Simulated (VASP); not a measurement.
# Fe (I4_1/amd) in VASP: notebook

Runs on Fe. Level: PBE. Tasks: single point.

Everything below comes from runs of VASP 6.6.1. Logs are shortened: lines on timing, memory, paths and dates and some standing lists are left out, and cuts for length are marked.

**1. The cell of the first run**

Symmetry: I4_1/amd, No. 141, tetragonal system. The conventional cell has a = 4.096 Å, b = 4.096 Å, c = 2.233 Å, α = 90.00°, β = 90.00°, γ = 90.00°. Within 2.8 Å of Fe (site symmetry -4m2) lie 10 Fe at 2.12 to 2.65 Å.

**2. Single point, PBE, collinear spin, ferromagnetic start**

INCAR

```
PREC = Accurate
ENCUT = 520
EDIFF = 1E-7
ISMEAR = -1
SIGMA = 0.08
LREAL = F
LASPH = T
NELM = 150
ALGO = Normal
ISIF = 2
LWAVE = F
LCHARG = T
ISPIN = 2
MAGMOM = 2.5 2.5
LORBIT = 11
LMAXMIX = 4
GGA = PE
LELF = T
LVHAR = T
NBANDS = 19
```

KPOINTS

```
regular mesh
0
Gamma
  19 19 19
```

POSCAR

```
Fe
1.0
   -2.0477650978      2.0477650978      1.1166301068
    2.0477650978     -2.0477650978      1.1166301068
    2.0477650978      2.0477650978     -1.1166301068
Fe
2
Direct
   -0.3750000000     -0.1250000000     -0.2500000000
    0.3750000000      0.1250000000      0.2500000000
```

Potentials or basis: VASP PAW PBE potentials, release 64 (Fe).

Run with:

```bash
$ cat potpaw_PBE.64/Fe/POTCAR > POTCAR
$ mpirun -np 1 vasp_std > vasp.out
```

OUTCAR:

```text
PREC = Accurate
   ENCUT = 520
   EDIFF = 1E-7
   ISMEAR = -1
   LREAL = F
   LASPH = T
   NELM = 150
   ISIF = 2
   ISPIN = 2
   LORBIT = 11
   GGA = PE

 ion  position               nearest neighbor table
   1  0.625  0.875  0.750-   2 2.12   2 2.12   2 2.12   2 2.12   2 2.65   2 2.65   2 2.65   2 2.65

   2  0.375  0.125  0.250-   1 2.12   1 2.12   1 2.12   1 2.12   1 2.65   1 2.65   1 2.65   1 2.65

  LATTYP: Found a body centered tetragonal cell.
 ALAT       =     4.0955301956
 C/A-ratio  =     0.5452920884

  Lattice vectors:

 A1 = (  -2.0477650978,   2.0477650978,   1.1166301068)
 A2 = (   2.0477650978,  -2.0477650978,   1.1166301068)
 A3 = (   2.0477650978,   2.0477650978,  -1.1166301068)

Analysis of symmetry for initial positions (statically):
=====================================================================
 Subroutine PRICEL returns:
 Original cell was already a primitive cell.

 Routine SETGRP: Setting up the symmetry group for a
 body centered tetragonal supercell.

 Subroutine GETGRP returns: Found 16 space group operations
 (whereof  4 operations were pure point group operations)
 out of a pool of 16 trial point group operations.

The static configuration has the point symmetry C_2h.
 The point group associated with its full space group is D_4h.

Analysis of symmetry for dynamics (positions and initial velocities):
=====================================================================
 Subroutine PRICEL returns:
 Original cell was already a primitive cell.

 Routine SETGRP: Setting up the symmetry group for a
 body centered tetragonal supercell.

 Subroutine GETGRP returns: Found 16 space group operations
 (whereof  4 operations were pure point group operations)
 out of a pool of 16 trial point group operations.

The dynamic configuration has the point symmetry C_2h.
 The point group associated with its full space group is D_4h.

Analysis of structural, dynamic, and magnetic symmetry:
=====================================================================
 Subroutine PRICEL returns:
 Original cell was already a primitive cell.

 Routine SETGRP: Setting up the symmetry group for a
 body centered tetragonal supercell.

 Subroutine GETGRP returns: Found 16 space group operations
 (whereof  4 operations were pure point group operations)
 out of a pool of 16 trial point group operations.

The overall configuration has the point symmetry C_2h.
 The point group associated with its full space group is D_4h.
[... 117 lines left out ...]
   IMIX   =      4    mixing-type and parameters
     AMIX     =   0.40;   BMIX     =  1.00
     AMIX_MAG =   1.60;   BMIX_MAG =  1.00
  volume/ion in A,a.u.               =       9.36        63.20
  Fermi-wavevector in a.u.,A,eV,Ry     =   1.553358  2.935421 32.829795  2.412922
  Thomas-Fermi vector in A             =   2.657601
   LORBIT       =     11    0 simple, 1 ext, 2 COOP (PROOUT), +10 PAW based schemes
   GGA     = PE    functional components
   LHFCALC =     F    Hartree Fock is set to
   AEXX    =    0.0000 exact exchange contribution
   IVDW    =     0    specifies the selected vdW correction
   LEPSILON=     F    determine dielectric tensor
   LRPA    =     F    only Hartree local field effects (RPA)
 spin polarized calculation
  energy-cutoff  :      520.00
  volume of cell :       18.73
 maximum number of plane-waves:       516
   NGX = 11   NGY = 11   NGZ = 11

 number of electron      15.9999987 magnetization       2.5754065

 Free energy of the ion-electron system (eV)
  ---------------------------------------------------
  ext. energy  EPLUGINS =         0.00000000
  ---------------------------------------------------
  free energy    TOTEN  =       -14.36592227 eV

  energy without entropy =      -14.30810099  energy(sigma->0) =      -14.33701163

 E-fermi :   8.2913     XC(G=0): -14.1905

 val. band max:        8.2911876007   @ k =   0.4737   0.3158   0.1053
 cond. band min:       8.2924001553   @ k =   0.4737   0.1579   0.0000
 fundamental gap:      0.0012125546
 Fermi energy:         8.2912732046

 spin component 1

 k-point     1 :       0.0000    0.0000    0.0000
  band No.  band energies     occupation
      1      -1.4403      1.00000
      2       1.5473      1.00000
      3       3.6114      1.00000
      4       4.1008      1.00000
      5       4.6796      1.00000
      6       7.3443      0.99999
[... 517 lines left out ...]
     18      29.8060      0.00000
     19      33.0613      0.00000

 [... further k-points ...]

 spin component 2

 k-point     1 :       0.0000    0.0000    0.0000
  band No.  band energies     occupation
      1      -1.2340      1.00000
      2       2.6127      1.00000
      3       4.2943      1.00000
      4       4.9338      1.00000
      5       5.5813      1.00000
      6       8.9044      0.00047
[... 517 lines left out ...]
     18      30.2120      0.00000
     19      33.5362      0.00000

 [... further k-points ...]

------------------------ aborting loop because EDIFF is reached ----------------------------------------

  FORCE on cell =-STRESS in cart. coord.  units (eV):
  Direction    XX          YY          ZZ          XY          YZ          ZX
  --------------------------------------------------------------------------------------
  -------------------------------------------------------------------------------------
  Total        8.4435191      8.4435191      8.5220352      0.0000000      0.0000000      0.0000000
  in kB      722.2781486    722.2781486    728.9945935      0.0000000      0.0000000      0.0000000
  external PRESSURE =     724.5169636 kB  Pullay stress =       0.0000000 kB

 VOLUME and BASIS-vectors are now :
 -----------------------------------------------------------------------------
  energy-cutoff  :      520.00
  volume of cell :       18.73
      direct lattice vectors                 reciprocal lattice vectors
    -2.047765098  2.047765098  1.116630107     0.000000000  0.244168631  0.447775854
     2.047765098 -2.047765098  1.116630107     0.244168631  0.000000000  0.447775854
     2.047765098  2.047765098 -1.116630107     0.244168631  0.244168631  0.000000000

 POSITION                                       TOTAL-FORCE (eV/Angst)
 -----------------------------------------------------------------------------------
      2.04777      1.02388      0.83747        -0.000000     -0.000000     -0.000000
      0.00000      1.02388      0.27916         0.000000      0.000000      0.000000
 -----------------------------------------------------------------------------------
    total drift:                               -0.000000      0.000000      0.000000

  FREE ENERGIE OF THE ION-ELECTRON SYSTEM (eV)
  ---------------------------------------------------
  free  energy   TOTEN  =       -14.3659222692 eV

  energy  without entropy=      -14.3081009938  energy(sigma->0) =      -14.33701163

 total charge

# of ion       s       p       d       tot
------------------------------------------
    1        0.609   0.696   6.593   7.899
    2        0.609   0.696   6.593   7.899
--------------------------------------------------
tot          1.219   1.393  13.186  15.798

 magnetization (x)

# of ion       s       p       d       tot
------------------------------------------
    1        0.006  -0.006   1.269   1.268
    2        0.006  -0.006   1.269   1.268
--------------------------------------------------
tot          0.012  -0.012   2.537   2.537
```

OSZICAR:

```text
N       E                     dE             d eps       ncg     rms          rms(c)
DAV:   1     0.799016955361E+02    0.79902E+02   -0.70286E+03 44320   0.113E+03
DAV:   2    -0.116760389479E+02   -0.91578E+02   -0.80737E+02 42022   0.211E+02
DAV:   3    -0.153902526004E+02   -0.37142E+01   -0.35678E+01 46150   0.528E+01
DAV:   4    -0.154188512379E+02   -0.28599E-01   -0.28582E-01 46408   0.442E+00
DAV:   5    -0.154191355249E+02   -0.28429E-03   -0.28428E-03 46679   0.412E-01    0.198E+01
DAV:   6    -0.144564246111E+02    0.96271E+00   -0.33925E+00 46127   0.388E+01    0.469E+00
DAV:   7    -0.143981939998E+02    0.58231E-01   -0.16225E-01 50858   0.621E+00    0.324E+00
DAV:   8    -0.143732944883E+02    0.24900E-01   -0.58476E-03 51593   0.830E-01    0.160E+00
DAV:   9    -0.143658489786E+02    0.74455E-02   -0.12563E-03 61215   0.343E-01    0.199E-01
DAV:  10    -0.143659038089E+02   -0.54830E-04   -0.19289E-04 47705   0.164E-01    0.651E-02
DAV:  11    -0.143659326441E+02   -0.28835E-04   -0.21427E-05 47980   0.447E-02    0.282E-02
DAV:  12    -0.143659295971E+02    0.30470E-05   -0.33331E-06 54244   0.264E-02    0.152E-02
DAV:  13    -0.143659240589E+02    0.55382E-05   -0.77175E-07 57651   0.130E-02    0.643E-03
DAV:  14    -0.143659228541E+02    0.12048E-05   -0.14150E-07 39378   0.378E-03    0.143E-03
DAV:  15    -0.143659223559E+02    0.49813E-06   -0.33193E-08 22934   0.204E-03    0.527E-04
DAV:  16    -0.143659222692E+02    0.86763E-07   -0.45208E-09 22442   0.789E-04
   1 F= -.14365922E+02 E0= -.14337012E+02  d E =-.578213E-01  mag=     2.5754
```

Run time: 2.2 min. Hardware: 1 thread of Intel Xeon 6975P-C (Granite Rapids), shared host; peak memory 0.37 GiB.

What came out:

```yaml
Free_energy: -14.3659 eV
Pressure: 72.5 GPa
Net_moment: 2.58 μB per cell
Site_moments: Fe +1.27 μB
Valence_electrons_inside_the_program's_atomic_spheres: Fe 7.90
```

Levels at points of the mesh, in eV from the Fermi level:
Spin up:
```
           k point  band 5  band 6  band 7  band 8  band 9  band 10  band 11  band 12  band 13  band 14
(0.00, 0.00, 0.00)   -3.61   -0.95   -0.95   -0.90   -0.90     0.51     1.91     7.83     7.83    14.80
```
Spin down:
| k point | band 5 | band 6 | band 7 | band 8 | band 9 | band 10 |
| --- | --- | --- | --- | --- | --- | --- |
| (0.00, 0.00, 0.00) | -2.71 | 0.61 | 0.61 | 0.66 | 0.66 | 2.39 |

**3. Single point, PBE, collinear spin, ferromagnetic start**

INCAR

```
  PREC = Accurate
  ENCUT = 520
  EDIFF = 1E-6
  ISMEAR = -1
  SIGMA = 0.08
  LREAL = F
  LASPH = T
  NELM = 150
  ALGO = Normal
  ISIF = 2
  LWAVE = F
  LCHARG = F
  ISPIN = 2
  MAGMOM = 2.5 2.5
  LORBIT = 11
  LMAXMIX = 4
  GGA = PE
  NBANDS = 19
```

KPOINTS is that of step 2.

POSCAR

```
Fe
1.0
   -2.0492237276      2.0492237276      1.1160980636
    2.0492237276     -2.0492237276      1.1160980636
    2.0492237276      2.0492237276     -1.1160980636
Fe
2
Direct
   -0.3750000000     -0.1250000000     -0.2500000000
    0.3750000000      0.1250000000      0.2500000000
```

Potentials or basis: VASP PAW PBE potentials, release 64 (Fe).

Run with:

```bash
$ cat potpaw_PBE.64/Fe/POTCAR > POTCAR
$ mpirun -np 1 vasp_std > vasp.out
```

Wall time 2 min (1 thread of Intel Xeon 6975P-C (Granite Rapids), shared host); peak memory 0.37 GiB.

The run converged. Its results:

```yaml
Free_energy: -14.3738 eV
Pressure: 72.1 GPa
Net_moment: 2.59 μB per cell
Site_moments: Fe +1.27 μB
Valence_electrons_inside_the_program's_atomic_spheres: Fe 7.90
```

Stress tensor (GPa, compression positive):
```
71.69  0.00  0.00
 0.00 71.69  0.00
 0.00  0.00 72.91
```

Levels at points of the mesh, in eV from the Fermi level:
Spin up:
```tsv
k point	band 7	band 8	band 9	band 10	band 11	band 12
(0.00, 0.00, 0.00)	-0.94	-0.89	-0.89	0.51	1.91	7.81
```
Spin down:
| k point | band 5 | band 6 | band 7 | band 8 | band 9 | band 10 |
| --- | --- | --- | --- | --- | --- | --- |
| (0.00, 0.00, 0.00) | -2.71 | 0.63 | 0.63 | 0.67 | 0.67 | 2.39 |
